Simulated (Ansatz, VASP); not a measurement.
HCl in VASP and in Ansatz

```xyz
2
Lattice="-2.6399 2.6803 0.0000 2.6399 0.0000 2.8814 2.6399 2.6803 0.0000" Properties=species:S:1:pos:R:3 pbc="T T T"
H     0.0000    0.0000    0.0000
Cl    0.0000    2.6803    0.0000
```

Alike in both runs: task single point; functional r2SCAN; k mesh 9 × 9 × 9; occupations fermi-dirac, width 0.0148 eV; no spin polarisation.

|  | VASP | Ansatz |
| --- | --- | --- |
| version | VASP 6.6.1 | Ansatz 0.2.0 |
| potentials or method | VASP PAW PBE potentials, release 64 (H, Cl), cutoff 520 eV | PAW plane waves |
| valence electrons in the cell | 8 | 8 |

|  | VASP | Ansatz | Ansatz less VASP |
| --- | --- | --- | --- |
| pressure (GPa) | -10.2 | -10.1 | +0.07 |
| traceless stress, the component that is largest in VASP (GPa) | 3.92 | 3.91 | -0.007 |

VASP's potentials were made for PBE, not for r2SCAN. The functional is the same, so the differences come from potentials, cutoffs and numerics.
